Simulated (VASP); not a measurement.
# Ga16O25 (a cell with a defect) in VASP: single point with PBE

Aim: the single point of Ga16O25 (a cell with a defect) with PBE.

All numbers are computed with VASP 6.6.1; they aren't measurements. Logs are shortened: lines on timing, memory, paths and dates and some standing lists are left out, and cuts for length are marked.

### Step 1. The cell of the first run

The cell holds a defect, 41 atoms: a = 5.399 Å, b = 10.798 Å, c = 10.798 Å, α = 55.86°, β = 55.86°, γ = 55.86°.

### Step 2. Single point, PBE, collinear spin

Contents of INCAR:

```
SYSTEM = Ga16O25
PREC     = Accurate       ! precision mode
ENCUT    = 520            ! plane-wave cutoff, eV
EDIFF    = 1E-6           ! SCF threshold, eV
ISMEAR   = 0              ! smearing method
SIGMA    = 0.01           ! smearing width, eV
LREAL    = Auto         
LASPH    = .TRUE.         ! aspherical terms in the spheres
NELM     = 150            ! most SCF steps
ALGO     = Normal         ! electronic algorithm
ISIF     = 2              ! what is computed and relaxed
LWAVE    = .FALSE.        ! write WAVECAR
LCHARG   = .TRUE.         ! write CHGCAR
ISPIN    = 2              ! spin polarisation
MAGMOM   = 0 0 0 0 0 0 0 0 0 0 0 0 0 0 0 0 0.01 0.01 0.04 0.04 0 0 0 0 0 0 0 0 0 0.3 0.01 0.01 0.01 0 0.09 0 0.01 0 0 0 0.26 ! initial moments
LORBIT   = 11             ! projections on sites
NUPDOWN  = 1.0            ! fixed moment
GGA      = PE             ! functional
LELF     = .TRUE.         ! ELF
LVHAR    = .TRUE.       
NELECT   = 357.0        
NBANDS   = 209            ! bands
```

Contents of KPOINTS:

```
Automatic mesh
0
Gamma
  1 1 1
  0.25 0.25 0.25
```

Contents of POSCAR:

```
Ga16O25
1.0
    2.5289754451      1.4601046709      4.5413080054
   -5.0579508901      2.9202093417      9.0826160107
    0.0000000000     -5.8404185822      9.0826160433
Ga O
16 25
Direct
    0.8863519054      0.4270704127      0.4273971000
    0.6752154898      0.3017942689      0.3167951372
    0.1541133003      0.0669680754      0.0710490554
    0.3700566633      0.1717820774      0.1763312437
    0.8514372347      0.4179875550      0.9419834228
    0.6480013884      0.3208585513      0.8231286649
    0.1487779891      0.0730729021      0.5679555168
    0.3578751228      0.1808100014      0.6771870901
    0.8652802531      0.9202597592      0.4279206969
    0.6452391666      0.8204955280      0.3205411015
    0.1308430727      0.5703421411      0.0687635634
    0.3516739967      0.6930647150      0.1465363649
    0.8588177237      0.9310395163      0.9225430858
    0.6529839083      0.8292007166      0.8119367969
    0.1188104028      0.5708794496      0.6104979544
    0.3655634502      0.6812735390      0.6802333626
    0.7544692788      0.2190857669      0.0318045584
    0.4526665682      0.0228070618      0.3743045045
    0.0518099792      0.3722727616      0.2250864817
    0.2683901407      0.2691953107      0.4706857601
    0.9676273177      0.1124337384      0.2755703786
    0.5523840447      0.4684844775      0.1327638929
    0.7472682587      0.2336930863      0.5181996396
    0.4510584835      0.0279668955      0.8713787752
    0.0462550501      0.3680494934      0.7390068478
    0.2567204192      0.2733898434      0.9770602707
    0.9503750323      0.1271136734      0.7716861468
    0.5633660146      0.4732150356      0.6223390683
    0.7546472003      0.7297067553      0.0153019732
    0.2693482285      0.5110305768      0.4376344508
    0.0563342128      0.8721083526      0.2202519658
    0.2553882259      0.7710510263      0.4789338515
    0.9550424379      0.6286950652      0.2647986723
    0.5614721446      0.9701323458      0.1222312053
    0.7542050191      0.7232998806      0.5322754069
    0.4506159863      0.5246284489      0.8768004691
    0.0562461966      0.8790369449      0.7177045129
    0.2606551070      0.7783034948      0.9587538852
    0.9473533860      0.6193791161      0.7923319212
    0.5615515193      0.9755502128      0.6194264870
    0.5052606087      0.5713328893      0.3275145078
```

Potentials or basis: VASP PAW PBE potentials, release 64 (Ga_d, O).

Started as:

```
cat potpaw_PBE.64/Ga_d/POTCAR potpaw_PBE.64/O/POTCAR > POTCAR
mpirun -np 1 vasp_std > vasp.out
```

OUTCAR:

```text
SYSTEM = Ga16O25
   PREC = Accurate
   ENCUT = 520
   EDIFF = 1E-6
   ISMEAR = 0
   LREAL = Auto
   LASPH = .TRUE.
   NELM = 150
   ISIF = 2
   ISPIN = 2
   LORBIT = 11
   NUPDOWN = 1.0
   GGA = PE
   NELECT = 357.0

 ion  position               nearest neighbor table
   1  0.886  0.427  0.427-  20 1.90  28 1.95  33 1.96  23 2.13  19 2.14  41 2.20
   2  0.675  0.302  0.317-  21 1.87  22 1.94  20 1.96  23 2.06  19 2.08   4 2.90
   3  0.154  0.067  0.071-  24 1.94  31 1.95  17 1.95  21 2.07  34 2.09  26 2.13   4 2.89
   4  0.370  0.172  0.176-  17 1.91  18 1.94  19 2.00  26 2.07  34 2.09  21 2.11   3 2.89   2 2.90

   5  0.851  0.418  0.942-  22 1.92  26 1.95  39 2.00  17 2.04  25 2.07  36 2.12  15 2.80   6 2.89

   6  0.648  0.321  0.823-  27 1.95  26 1.95  28 1.97  25 2.06  36 2.10  17 2.14   5 2.89
   7  0.149  0.073  0.568-  37 1.93  18 1.94  23 2.01  20 2.07  27 2.10  40 2.12   8 2.92
   8  0.358  0.181  0.677-  24 1.93  25 1.95  23 1.97  20 2.10  27 2.11  40 2.13   7 2.92
   9  0.865  0.920  0.428-  21 1.94  40 1.95  32 1.96  35 2.03  31 2.12  18 2.12  10 2.88
  10  0.645  0.820  0.321-  34 1.95  33 1.96  32 1.96  18 2.09  31 2.10  35 2.19   9 2.88
  11  0.131  0.570  0.069-  36 1.92  29 1.92  19 1.94  33 2.09  38 2.19  22 2.23  12 2.83
  12  0.352  0.693  0.147-  38 1.93  31 1.94  29 1.94  41 1.99  33 2.07  22 2.09  14 2.83  11 2.83
[... 6 lines left out ...]
  16  0.366  0.681  0.680-  35 1.91  37 1.93  36 1.94  32 2.11  28 2.17  39 2.17  15 2.77
  17  0.754  0.219  0.032-   4 1.91   3 1.95   5 2.04   6 2.14
  18  0.453  0.023  0.374-   4 1.94   7 1.94  10 2.09   9 2.12
  19  0.052  0.372  0.225-  11 1.94   4 2.00   2 2.08   1 2.14
  20  0.268  0.269  0.471-   1 1.90   2 1.96   7 2.07   8 2.10
  21  0.968  0.112  0.276-   2 1.87   9 1.94   3 2.07   4 2.11
  22  0.552  0.468  0.133-   5 1.92   2 1.94  12 2.09  11 2.23
  23  0.747  0.234  0.518-   8 1.97   7 2.01   2 2.06   1 2.13
  24  0.451  0.028  0.871-   8 1.93   3 1.94  14 2.08  13 2.09
  25  0.046  0.368  0.739-   8 1.95  15 1.95   6 2.06   5 2.07
  26  0.257  0.273  0.977-   5 1.95   6 1.95   4 2.07   3 2.13
  27  0.950  0.127  0.772-  13 1.94   6 1.95   7 2.10   8 2.11
  28  0.563  0.473  0.622-   1 1.95   6 1.97  15 2.06  16 2.17
  29  0.755  0.730  0.015-  11 1.92  12 1.94  14 2.08  13 2.08
  30  0.269  0.511  0.438-  41 1.35  15 1.90
  31  0.056  0.872  0.220-  12 1.94   3 1.95  10 2.10   9 2.12
  32  0.255  0.771  0.479-   9 1.96  10 1.96  15 2.10  16 2.11
  33  0.955  0.629  0.265-  10 1.96   1 1.96  12 2.07  11 2.09
  34  0.561  0.970  0.122-  13 1.94  10 1.95   3 2.09   4 2.09
  35  0.754  0.723  0.532-  16 1.91  15 1.99   9 2.03  10 2.19
  36  0.451  0.525  0.877-  11 1.92  16 1.94   6 2.10   5 2.12
  37  0.056  0.879  0.718-   7 1.93  16 1.93  14 2.07  13 2.10
  38  0.261  0.778  0.959-  12 1.93  13 1.95  14 1.97  11 2.19
  39  0.947  0.619  0.792-  15 1.89  14 1.96   5 2.00  16 2.17
  40  0.562  0.976  0.619-  14 1.91   9 1.95   7 2.12   8 2.13
  41  0.505  0.571  0.328-  30 1.35  12 1.99   1 2.20

  LATTYP: Found a base centered monoclinic cell.
 ALAT       =    14.7964817519
 B/A-ratio  =     0.6836693986
 C/A-ratio  =     0.3648959281
 COS(beta)  =    -0.0893300005

[... 252 lines left out ...]
 cond. band min:       5.1457506416   @ k =   0.2500   0.2500   0.2500
 fundamental gap:      0.5575536665
 Fermi energy:         4.5143303759

 spin component 1

 k-point     1 :       0.2500    0.2500    0.2500
  band No.  band energies     occupation
      1     -19.4866      1.00000
      2     -14.2585      1.00000
      3     -13.6340      1.00000
      4     -13.5510      1.00000
      5     -13.5212      1.00000
      6     -13.4356      1.00000
[... 182 lines left out ...]
    189      10.8870      0.00000
    190      10.9822      0.00000
 Fermi energy:         4.6400796918

 spin component 2

 k-point     1 :       0.2500    0.2500    0.2500
  band No.  band energies     occupation
      1     -18.9987      1.00000
      2     -14.2447      1.00000
      3     -13.6191      1.00000
      4     -13.5322      1.00000
      5     -13.5051      1.00000
      6     -13.4220      1.00000
[... 182 lines left out ...]
    189      10.9026      0.00000
    190      11.0025      0.00000
 [bands above 190 left out]

------------------------ aborting loop because EDIFF is reached ----------------------------------------

  FORCE on cell =-STRESS in cart. coord.  units (eV):
  Direction    XX          YY          ZZ          XY          YZ          ZX
  --------------------------------------------------------------------------------------
  -------------------------------------------------------------------------------------
  Total        2.0687651      7.1873521      1.4422153      0.6102299     -3.0608571     -1.0910497
  in kB        8.2357083     28.6126910      5.7414275      2.4293119    -12.1852050     -4.3434449
  external PRESSURE =      14.1966089 kB  Pullay stress =       0.0000000 kB

 VOLUME and BASIS-vectors are now :
 -----------------------------------------------------------------------------
  energy-cutoff  :      520.00
  volume of cell :      402.46
      direct lattice vectors                 reciprocal lattice vectors
     2.528975445  1.460104671  4.541308005     0.197708523  0.114147069  0.073400291
    -5.057950890  2.920209342  9.082616011    -0.098854262  0.057073535  0.036700146
     0.000000000 -5.840418582  9.082616043     0.000000000 -0.114147069  0.036700146

 POSITION                                       TOTAL-FORCE (eV/Angst)
 -----------------------------------------------------------------------------------
      0.08146      0.04512     11.78600        -0.002349      0.005760      0.009991
      0.18114      0.01697      8.68477        -0.011956     -0.004959     -0.006192
      0.05103      0.00563      1.95343        -0.003135      0.005299     -0.010596
      0.06700      0.01211      4.84232        -0.002440     -0.004500      0.014614
      0.03910     -3.03778     16.21873        -0.005428      0.002822      0.012619
      0.01589     -2.92429     13.33317         0.002434     -0.004984     -0.010220
[... 33 lines left out ...]
     -3.51414      0.05102     17.03674         0.000894      0.003199      0.004173
     -1.61198      0.49332     10.45843         0.102679      0.356760      0.196529
 -----------------------------------------------------------------------------------
    total drift:                               -0.000710      0.000053      0.002883

  FREE ENERGIE OF THE ION-ELECTRON SYSTEM (eV)
  ---------------------------------------------------
  free  energy   TOTEN  =      -244.3733718511 eV

  energy  without entropy=     -244.3733718511  energy(sigma->0) =     -244.37337185

 total charge

# of ion       s       p       d       tot
------------------------------------------
    1        0.670   0.680  10.203  11.553
    2        0.683   0.715  10.220  11.618
    3        0.660   0.700  10.228  11.589
    4        0.663   0.703  10.228  11.594
    5        0.662   0.705  10.233  11.600
    6        0.659   0.689  10.220  11.568
[... 33 lines left out ...]
   40        1.558   3.491   0.000   5.049
   41        1.602   3.366   0.000   4.968
--------------------------------------------------
tot         49.693  98.255 163.650 311.598

 magnetization (x)

# of ion       s       p       d       tot
------------------------------------------
    1       -0.000  -0.000   0.001   0.000
    2       -0.000  -0.002  -0.001  -0.003
    3       -0.000  -0.000   0.000   0.000
    4        0.000   0.001   0.002   0.004
    5       -0.000  -0.000   0.000  -0.000
    6       -0.000  -0.000   0.000  -0.000
[... 33 lines left out ...]
   40       -0.000   0.004   0.000   0.004
   41        0.005   0.294   0.000   0.299
--------------------------------------------------
tot          0.010   0.838   0.013   0.862
```

Run time: 11 min. Hardware: 1 thread of Intel Xeon Platinum 8259CL at 2.50GHz (Skylake/Cascade Lake), shared host; peak memory 0.79 GiB.

Results:

- Free energy: -244.3734 eV
- Largest force: 0.420 eV/Å
- Net moment: 1.00 μB per cell
- Site moments: Ga +0.00, -0.00 (each value once); O +0.01, +0.04, +0.03, +0.00, -0.00, +0.35, +0.08, +0.30 (each value once) μB
- Valence electrons inside the program's atomic spheres: Ga 11.55, 11.62, 11.59, 11.60, 11.57, 11.56, 11.54, 11.67, 11.73 (each value once); O 5.06, 5.05, 5.03, 5.07, 5.04, 5.02, 4.96, 4.97 (each value once)

Forces on the atoms (eV/Å):
```
Ga  -0.002  0.006  0.010
Ga  -0.012 -0.005 -0.006
Ga  -0.003  0.005 -0.011
Ga  -0.002 -0.004  0.015
Ga  -0.005  0.003  0.013
Ga   0.002 -0.005 -0.010
Ga  -0.001  0.001 -0.009
Ga  -0.001 -0.001  0.006
Ga  -0.006  0.010  0.010
Ga  -0.001 -0.007 -0.007
Ga   0.005  0.008 -0.001
Ga   0.003  0.010  0.010
Ga   0.001 -0.001  0.013
Ga   0.003  0.003 -0.019
Ga   0.001 -0.009 -0.006
Ga   0.001 -0.008  0.006
O   -0.003 -0.006 -0.005
O    0.001 -0.004  0.002
O   -0.003 -0.005  0.003
O    0.006  0.006  0.004
O    0.006 -0.003  0.000
O   -0.021 -0.008 -0.002
O   -0.002  0.002  0.008
O   -0.006 -0.002  0.001
O    0.008  0.011 -0.003
O   -0.008  0.007 -0.006
O   -0.001  0.000 -0.001
O   -0.001  0.000  0.004
O    0.003 -0.004  0.003
O   -0.072 -0.351 -0.212
O    0.001 -0.012  0.006
O    0.001 -0.003 -0.004
O    0.000 -0.001 -0.001
O    0.007  0.000  0.001
O    0.000  0.009 -0.007
O    0.005  0.003 -0.002
O   -0.001  0.005 -0.005
O   -0.001  0.004 -0.025
O   -0.005 -0.014  0.025
O    0.001  0.003  0.004
O    0.103  0.357  0.197
```

Caveat: the k points lie up to 1.17 Å⁻¹ apart, too coarse for converged energies, forces and pressures; the cell carries a net charge on a neutralising background, which shifts energy and pressure; the cell is charged against a uniform background, so pressure and absolute levels hang on convention; the total moment is fixed, so each spin has its own Fermi level and the state may be an excited one.
